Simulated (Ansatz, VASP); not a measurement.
**One calculation of CoAu, two programs**

The input INCAR:

```
SYSTEM = CoAu
  PREC = Accurate
  ENCUT = 520
  EDIFF = 1E-7
  ISMEAR = 0
  SIGMA = 0.1
  LREAL = .FALSE.
  LASPH = .TRUE.
  NELM = 150
  ALGO = Fast
  ISIF = 2
  LWAVE = .FALSE.
  LCHARG = .FALSE.
  ISPIN = 2
  MAGMOM = 2 0
  LORBIT = 11
  LMAXMIX = 4
  GGA = PE
  NBANDS = 21
```

KPOINTS

```
regular mesh
0
G
  6 6 6
  0 0 0
```

The input POSCAR:

```
CoAu
1.0
   -1.9136121989     -1.9136121989     -3.8272243977
   -1.9136121989     -3.8272243977     -1.9136121989
   -3.8272243977     -1.9136121989     -1.9136121989
Co Au
1 1
Direct
    0.0000000000      0.0000000000      0.0000000000
    0.5000000000      0.5000000000      0.5000000000
```

Input for Ansatz:

```yaml
crystal:
  lattice:
    - [1.9136121989, 1.9136121989, 3.8272243977]
    - [1.9136121989, 3.8272243977, 1.9136121989]
    - [3.8272243977, 1.9136121989, 1.9136121989]
  atoms:
    - { symbol: Co, position: [0.0, 0.0, 0.0], spin: 2.0 }
    - { symbol: Au, position: [0.5, 0.5, 0.5] }
basis:
  ecutwfc: 420
kpoints:
  mp_grid: { grid: [6, 6, 6] }
hamiltonian:
  xc: pbe
scf:
  occupations: { method: gaussian, width: 0.1 }
  lower_state_search: "off"
output:
  forces: true
  stress: true
  eigenvalues: true
  populations: true
magnetization:
  spin_polarized: true
```

Alike in both runs: task single point; functional PBE; k mesh 6 × 6 × 6; occupations gaussian, width 0.1 eV; collinear spin.

|  | VASP | Ansatz |
| --- | --- | --- |
| version | VASP 6.6.1 | Ansatz 0.2.0 |
| potentials or method | VASP PAW PBE potentials, release 64 (Co, Au), cutoff 520 eV | scalar-relativistic, plane waves, PAW |
| valence electrons in the cell | 20 | 36 |

|  | VASP | Ansatz | Ansatz less VASP |
| --- | --- | --- | --- |
| gap on the k mesh at the Fermi level (eV) | none | none | - |
| pressure (GPa) | 8.7 | 9.1 | +0.40 |
| net moment per atom (μB) | 0.72 | 0.73 | +0.008 |
| size of the moment on the site where the two differ most (μB) | 1.58 | 1.61 | +0.037 |

Site moments also hang on the region over which each program counts them. A gap of «none» marks a metal or a gap that the smearing closes. VASP's potentials hold 20 valence electrons a cell and Ansatz's 36, so a difference there can come from the potentials and not from the codes.

The k mesh is coarse, so the values compare programs but aren't converged. Neither program's run includes spin-orbit coupling.
